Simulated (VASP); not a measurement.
# NaCl (Pm-3m) in VASP: notebook

NaCl is run at these levels: PBEsol; tasks: relaxation of cell and atoms.

All numbers are computed with VASP 6.6.1; they aren't measurements. Logs are shortened: lines on timing, memory, paths and dates and some standing lists are left out, and cuts for length are marked.

### 1 The cell of the first run

Symmetry: Pm-3m, No. 221, cubic system. The conventional cell has a = 3.502 Å, b = 3.502 Å, c = 3.502 Å, α = 90.00°, β = 90.00°, γ = 90.00°. Within 4.0 Å of Cl (site symmetry m-3m) lie 8 Na at 3.03 Å and 6 Cl at 3.50 Å. Na (site symmetry m-3m) has 8 Cl at 3.03 Å and 6 Na at 3.50 Å within 4.0 Å.

### 2 Relaxation of cell and atoms, PBEsol

INCAR reads:

```
SYSTEM = NaCl
PREC = Accurate
ENCUT = 600
EDIFF = 1E-6
ISMEAR = -1
SIGMA = 0.05
LREAL = .False.
LASPH = .True.
NELM = 100
ALGO = Normal
ISIF = 3
LWAVE = .False.
LCHARG = .False.
GGA = PS
IBRION = 2
NSW = 80
EDIFFG = -0.02
```

KPOINTS reads:

```
Automatic mesh
0
Gamma
  8 8 8
  0 0 0
```

POSCAR reads:

```
NaCl
1.0
    3.5021900000      0.0000000000      0.0000000000
    0.0000000000      3.5021900000      0.0000000000
    0.0000000000      0.0000000000      3.5021900000
Cl Na
1 1
Direct
    0.5000000000      0.5000000000      0.5000000000
    0.0000000000      0.0000000000      0.0000000000
```

Potentials or basis: VASP PAW PBE potentials, release 64 (Cl, Na_pv).

The run is started by

```sh
> cat potpaw_PBE.64/Cl/POTCAR potpaw_PBE.64/Na_pv/POTCAR > POTCAR
> mpirun -np 1 vasp_std > vasp.out
```

OUTCAR:

```text
SYSTEM = NaCl
   PREC = Accurate
   ENCUT = 600
   EDIFF = 1E-6
   ISMEAR = -1
   LREAL = .False.
   LASPH = .True.
   NELM = 100
   ISIF = 3
   GGA = PS
   IBRION = 2
   NSW = 80
   EDIFFG = -0.02

 ion  position               nearest neighbor table
   1  0.500  0.500  0.500-
   2  0.000  0.000  0.000-

  LATTYP: Found a simple cubic cell.
 ALAT       =     3.5021900000

  Lattice vectors:

 A1 = (   3.5021900000,   0.0000000000,   0.0000000000)
 A2 = (   0.0000000000,   3.5021900000,   0.0000000000)
 A3 = (   0.0000000000,   0.0000000000,   3.5021900000)

Analysis of symmetry for initial positions (statically):
=====================================================================
 Subroutine PRICEL returns:
 Original cell was already a primitive cell.

 Routine SETGRP: Setting up the symmetry group for a
 simple cubic supercell.

 Subroutine GETGRP returns: Found 48 space group operations
 (whereof 48 operations were pure point group operations)
 out of a pool of 48 trial point group operations.

The static configuration has the point symmetry O_h .

Analysis of symmetry for dynamics (positions and initial velocities):
=====================================================================
 Subroutine PRICEL returns:
 Original cell was already a primitive cell.

 Routine SETGRP: Setting up the symmetry group for a
 simple cubic supercell.

 Subroutine GETGRP returns: Found 48 space group operations
 (whereof 48 operations were pure point group operations)
 out of a pool of 48 trial point group operations.

The dynamic configuration has the point symmetry O_h .

 Subroutine INISYM returns: Found 48 space group operations
 (whereof 48 operations are pure point group operations),
 and found     1 'primitive' translations

----------------------------------------------------------------------------------------

                                     Primitive cell

  volume of cell :      42.9555

  direct lattice vectors                    reciprocal lattice vectors
     3.502190000  0.000000000  0.000000000     0.285535622  0.000000000  0.000000000
     0.000000000  3.502190000  0.000000000     0.000000000  0.285535622  0.000000000
     0.000000000  0.000000000  3.502190000     0.000000000  0.000000000  0.285535622

  length of vectors
     3.502190000  3.502190000  3.502190000     0.285535622  0.285535622  0.285535622

  position of ions in fractional coordinates (direct lattice)
[... 98 lines left out ...]
     AMIX     =   0.40;   BMIX     =  1.00
     AMIX_MAG =   1.60;   BMIX_MAG =  1.00
  volume/ion in A,a.u.               =      21.48       144.94
  Fermi-wavevector in a.u.,A,eV,Ry     =   1.126621  2.129005 17.269530  1.269275
  Thomas-Fermi vector in A             =   2.263304
   LORBIT       =      0    0 simple, 1 ext, 2 COOP (PROOUT), +10 PAW based schemes
   GGA     = PS    functional components
   LHFCALC =     F    Hartree Fock is set to
   AEXX    =    0.0000 exact exchange contribution
   IVDW    =     0    specifies the selected vdW correction
   LEPSILON=     F    determine dielectric tensor
   LRPA    =     F    only Hartree local field effects (RPA)
 conjugate gradient relaxation of ions
 non-spin polarized calculation
  energy-cutoff  :      600.00
  volume of cell :       42.96
 maximum number of plane-waves:      1472
 NGX is ok and might be reduce to    28
   NGX = 13   NGY = 13   NGZ = 13

--------------------------------------- Ionic step        1  -------------------------------------------

 number of electron      13.9999982 magnetization

 Free energy of the ion-electron system (eV)
  ---------------------------------------------------
  ext. energy  EPLUGINS =         0.00000000
  ---------------------------------------------------
  free energy    TOTEN  =        -6.72308370 eV

  energy without entropy =       -6.72308370  energy(sigma->0) =       -6.72308370

------------------------ aborting loop because EDIFF is reached ----------------------------------------

  FORCE on cell =-STRESS in cart. coord.  units (eV):
  Direction    XX          YY          ZZ          XY          YZ          ZX
  --------------------------------------------------------------------------------------
  -------------------------------------------------------------------------------------
  Total       -0.3226352     -0.3226352     -0.3226352     -0.0000000      0.0000000     -0.0000000
  in kB      -12.0338124    -12.0338124    -12.0338124     -0.0000000      0.0000000     -0.0000000
  external PRESSURE =     -12.0338124 kB  Pullay stress =       0.0000000 kB
[... 59 lines left out ...]
--------------------------------------- Ionic step        3  -------------------------------------------

 number of electron      14.0000003 magnetization

 Free energy of the ion-electron system (eV)
  ---------------------------------------------------
  ext. energy  EPLUGINS =         0.00000000
  ---------------------------------------------------
  free energy    TOTEN  =        -6.73083257 eV

  energy without entropy =       -6.73083257  energy(sigma->0) =       -6.73083257

 E-fermi :   1.7500     XC(G=0):  -8.7777

 val. band max:        0.6765763323   @ k =   0.5000   0.5000   0.0000
 cond. band min:       4.6534377056   @ k =   0.0000   0.0000   0.0000
 fundamental gap:      3.9768613734
 Fermi energy:         1.7500487494

 k-point     1 :       0.0000    0.0000    0.0000
  band No.  band energies     occupation
      1     -21.1674      2.00000
      2     -21.1674      2.00000
      3     -21.1674      2.00000
      4     -12.8497      2.00000
      5       0.1396      2.00000
      6       0.1396      2.00000
      7       0.1396      2.00000
      8       4.6534      0.00000
      9       9.0366      0.00000
     10       9.0366      0.00000
     11      16.6616      0.00000
[... 309 lines left out ...]
 k-point    24 :       0.5000    0.3750    0.1250
  band No.  band energies     occupation
      1     -21.2067      2.00000
      2     -21.1989      2.00000
      3     -21.1655      2.00000
      4     -12.1439      2.00000
      5      -1.8454      2.00000
      6      -1.4676      2.00000
      7       0.2672      2.00000
      8       6.6555      0.00000
      9      10.1026      0.00000
     10      10.4258      0.00000
     11      11.7505      0.00000

 [... further k-points ...]

------------------------ aborting loop because EDIFF is reached ----------------------------------------

  FORCE on cell =-STRESS in cart. coord.  units (eV):
  Direction    XX          YY          ZZ          XY          YZ          ZX
  --------------------------------------------------------------------------------------
  -------------------------------------------------------------------------------------
  Total       -0.0267928     -0.0267928     -0.0267928      0.0000000     -0.0000000      0.0000000
  in kB       -1.0433077     -1.0433077     -1.0433077      0.0000000     -0.0000000      0.0000000
  external PRESSURE =      -1.0433077 kB  Pullay stress =       0.0000000 kB
[... 17 lines left out ...]
  FREE ENERGIE OF THE ION-ELECTRON SYSTEM (eV)
  ---------------------------------------------------
  free  energy   TOTEN  =        -6.7308325730 eV

  energy  without entropy=       -6.7308325730  energy(sigma->0) =       -6.73083257

 reached required accuracy - stopping structural energy minimisation
```

CONTCAR:

```text
NaCl
   1.00000000000000
     3.4522759341556948    0.0000000000000000   -0.0000000000000000
    -0.0000000000000000    3.4522759341556952    0.0000000000000000
     0.0000000000000000    0.0000000000000000    3.4522759341556952
  Cl              Na
     1     1
Direct
     0.5000000000000000    0.5000000000000000    0.5000000000000000
     0.0000000000000000    0.0000000000000000    0.0000000000000000

  0.00000000E+00  0.00000000E+00  0.00000000E+00
  0.00000000E+00  0.00000000E+00  0.00000000E+00
```

Run time: 12 s. Hardware: 1 thread of Intel Xeon 6975P-C (Granite Rapids), shared host; peak memory 0.16 GiB.

What came out:

| Item | Value |
| --- | --- |
| Free energy | -6.7308 eV |
| Relaxed volume | 20.57 Å³/atom |
| Relaxed cell | a = 3.452 Å, b = 3.452 Å, c = 3.452 Å, α = 90.00°, β = 90.00°, γ = 90.00° |
| Space group after relaxing (to 0.1 Å) | Pm-3m (No. 221) |
| Energy gained by relaxing | 3.9 meV/atom |
| Ionic steps | 3 |
| Pressure after relaxing | -0.1 GPa |
| Band gap on the k mesh | 3.98 eV (least direct gap 4.51 eV) |

Step by step:
```
step  energy change (eV)  largest force (eV/Å)  pressure (GPa)  volume (Å³)
   1              0.0000                0.0000           -1.20        42.96
   2             -0.0058                0.0000           -0.63        41.96
   3             -0.0077                0.0000           -0.10        41.14
```

Final structure:
```
Cl Na
1.0
     3.45228    0.00000    0.00000
     0.00000    3.45228    0.00000
     0.00000    0.00000    3.45228
Cl Na
1 1
Cartesian
  1.7261 1.7261 1.7261
  0.0000 0.0000 0.0000
```

Caveat: the PAW data sets were made with another functional, which shifts forces and pressure a little. A k mesh can miss the band edges.

### 3 Relaxation of cell and atoms, PBEsol, target pressure 5 GPa, at which the enthalpy is minimised

INCAR reads:

```
ALGO     = Normal         # electronic algorithm
EDIFF    = 1E-6           # SCF threshold, eV
EDIFFG   = -0.02          # ionic threshold
ENCUT    = 600            # plane-wave cutoff, eV
GGA      = PS             # functional
IBRION   = 2              # ionic algorithm
ISIF     = 3              # what is computed and relaxed
ISMEAR   = -1             # smearing method
LASPH    = T              # aspherical terms in the spheres
LCHARG   = F              # write CHGCAR
LREAL    = F              # projectors in reciprocal space
LWAVE    = F              # write WAVECAR
NELM     = 80             # most SCF steps
NSW      = 80             # ionic steps
PREC     = Accurate       # precision mode
PSTRESS  = 50.0         
SIGMA    = 0.05           # smearing width, eV
```

KPOINTS reads:

```
k-points
0
Gamma
  8 8 8
```

POSCAR is that of step 2.

Potentials or basis: VASP PAW PBE potentials, release 64 (Cl, Na_pv).

The run is started by

```sh
> cat potpaw_PBE.64/Cl/POTCAR potpaw_PBE.64/Na_pv/POTCAR > POTCAR
> mpirun -np 1 vasp_std > vasp.out
```

Wall time 17 s (1 thread of Intel Xeon 6975P-C (Granite Rapids), shared host); peak memory 0.15 GiB.

It converged, with:

```
Free energy                                                : -6.6607 eV
Relaxed volume                                             : 17.99 Å³/atom
Relaxed cell                                               : a = 3.301 Å, b = 3.301 Å, c = 3.301 Å, α = 90.00°, β = 90.00°, γ = 90.00°
Space group after relaxing (to 0.1 Å)                      : Pm-3m (No. 221)
Energy change on relaxing (the run minimises the enthalpy) : +31.2 meV/atom
Ionic steps                                                : 4
Pressure after relaxing                                    : 5.1 GPa
Band gap on the k mesh                                     : 4.49 eV (least direct gap 5.15 eV)
```

The path:
| step | energy change (eV) | largest force (eV/Å) | pressure (GPa) | volume (Å³) |
| --- | --- | --- | --- | --- |
| 1 | 0.0000 | 0.0000 | -1.20 | 42.96 |
| 2 | 0.0148 | 0.0000 | 2.60 | 37.99 |
| 3 | 0.0552 | 0.0000 | 4.70 | 36.21 |
| 4 | 0.0624 | 0.0000 | 5.10 | 35.97 |

Final structure:
```cif
data_structure
_symmetry_space_group_name_H-M 'P 1'
_symmetry_Int_Tables_number 1
_cell_length_a 3.3011
_cell_length_b 3.3011
_cell_length_c 3.3011
_cell_angle_alpha 90.000
_cell_angle_beta 90.000
_cell_angle_gamma 90.000
_cell_volume 35.97
loop_
_atom_site_label
_atom_site_type_symbol
_atom_site_fract_x
_atom_site_fract_y
_atom_site_fract_z
_atom_site_occupancy
Cl1 Cl 0.50000 0.50000 0.50000 1
Na1 Na 0.00000 0.00000 0.00000 1
```

Levels at points of the mesh, in eV from the valence-band top:
```tsv
k point	band 5	band 6	band 7	band 8	band 9	band 10
(0.00, 0.00, 0.00)	-0.67	-0.67	-0.67	4.49	8.13	8.13
(0.50, 0.00, 0.00)	-3.89	-0.36	-0.36	7.32	9.75	10.25
(0.50, 0.50, 0.00)	-3.01	-3.01	0.00	5.30	10.07	12.08
(0.50, 0.50, 0.50)	-2.50	-2.50	-2.50	6.89	6.89	6.89
```

Caveat: the cell is relaxed towards a set pressure, so the run minimises the enthalpy, not the energy; the volume moved by over 15 % at a fixed basis, so the end points are rough; the PAW data sets were made with another functional, which shifts forces and pressure a little. A k mesh can miss the band edges.

### 4 Relaxation of cell and atoms, PBEsol, target pressure 10 GPa, at which the enthalpy is minimised

INCAR reads:

```
PREC     = Accurate       # precision mode
ENCUT    = 600            # plane-wave cutoff, eV
EDIFF    = 1E-7           # SCF threshold, eV
ISMEAR   = -1             # smearing method
SIGMA    = 0.05           # smearing width, eV
LREAL    = False          # projectors in reciprocal space
LASPH    = True           # aspherical terms in the spheres
NELM     = 60             # most SCF steps
ALGO     = Normal         # electronic algorithm
ISIF     = 3              # what is computed and relaxed
LWAVE    = False          # write WAVECAR
LCHARG   = False          # write CHGCAR
GGA      = PS             # functional
IBRION   = 2              # ionic algorithm
NSW      = 80             # ionic steps
EDIFFG   = -0.02          # ionic threshold
PSTRESS  = 100.0
```

KPOINTS reads:

```
regular mesh
0
Gamma
  8 8 8
```

POSCAR is that of step 3.

The run is started by

```sh
> cat potpaw_PBE.64/Cl/POTCAR potpaw_PBE.64/Na_pv/POTCAR > POTCAR
> mpirun -np 1 vasp_std > vasp.out
```

Run time: 15 s. Hardware: 1 thread of Intel Xeon 6975P-C (Granite Rapids), shared host; peak memory 0.15 GiB.

Results (log left out):

| Quantity | Value |
| --- | --- |
| Free energy | -6.5365 eV |
| Relaxed volume | 16.63 Å³/atom |
| Relaxed cell | a = 3.216 Å, b = 3.216 Å, c = 3.216 Å, α = 90.00°, β = 90.00°, γ = 90.00° |
| Space group after relaxing (to 0.1 Å) | Pm-3m (No. 221) |
| Energy change on relaxing (the run minimises the enthalpy) | +93.3 meV/atom |
| Ionic steps | 3 |
| Pressure after relaxing | 9.8 GPa |
| Band gap on the k mesh | 4.85 eV (least direct gap 5.19 eV) |

Step by step:
```csv
step,energy change (eV),largest force (eV/Å),pressure (GPa),volume (Å³)
1,0.0000,0.0000,-1.21,42.96
2,0.1303,0.0000,7.83,34.28
3,0.1865,0.0000,9.84,33.25
```

Final structure:
```
CELL_PARAMETERS angstrom
3.21563 0.00000 0.00000
0.00000 3.21563 0.00000
0.00000 0.00000 3.21563
ATOMIC_POSITIONS crystal
Cl 0.50000 0.50000 0.50000
Na 0.00000 0.00000 0.00000
```

Levels at points of the mesh, in eV from the valence-band top:
| k point | band 3 | band 4 | band 5 | band 6 | band 7 | band 8 | band 9 | band 10 | band 11 |
| --- | --- | --- | --- | --- | --- | --- | --- | --- | --- |
| (0.00, 0.00, 0.00) | -21.82 | -14.50 | -0.76 | -0.76 | -0.76 | 4.85 | 7.94 | 7.94 | 16.79 |
| (0.50, 0.00, 0.00) | -21.81 | -13.78 | -4.36 | -0.42 | -0.42 | 7.60 | 10.14 | 10.37 | 12.29 |
| (0.50, 0.50, 0.00) | -21.81 | -13.31 | -3.37 | -3.37 | 0.00 | 5.19 | 10.20 | 12.65 | 12.65 |
| (0.50, 0.50, 0.50) | -21.89 | -12.78 | -2.83 | -2.83 | -2.83 | 6.82 | 6.82 | 6.82 | 13.73 |

Caveat: the cell is relaxed towards a set pressure, so the run minimises the enthalpy, not the energy; the volume moved by over 15 % at a fixed basis, so the end points are rough; the PAW data sets were made with another functional, which shifts forces and pressure a little.

(Continued in part 2 of 2.)
